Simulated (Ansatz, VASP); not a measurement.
## CaSe: VASP beside Ansatz

```xyz
2
Lattice="0.0000 3.0254 3.0254 3.0254 0.0000 3.0254 3.0254 3.0254 0.0000" Properties=species:S:1:pos:R:3 pbc="T T T"
Ca    0.0000    0.0000    0.0000
Se    3.0254    3.0254    3.0254
```

Alike in both runs: functional r2SCAN; k mesh 8 × 8 × 8; occupations fermi-dirac, width 0.02 eV; no spin polarisation.

Ansatz relaxed the structure, and its values are those at the end. VASP's run is a single point on that final structure, the one shown.

```csv
,VASP,Ansatz
version,VASP 6.6.1,Ansatz 0.2.0
potentials or method,"VASP PAW PBE potentials, release 64 (Ca_sv, Se), cutoff 520 eV",PAW plane waves
valence electrons in the cell,16,26
```

```tsv
	VASP	Ansatz	Ansatz less VASP
gap on the k mesh at the Fermi level (eV)	2.64	2.64	-0.002
pressure (GPa)	-2.5	-2.7	-0.20
```

VASP's potentials were made for PBE, not for r2SCAN. With one functional, cell and mesh, what is left measures potentials, basis and numerics. VASP's potentials hold 16 valence electrons a cell and Ansatz's 26, so a difference there can come from the potentials and not from the codes. Ansatz's warnings: stress scf threshold loose.
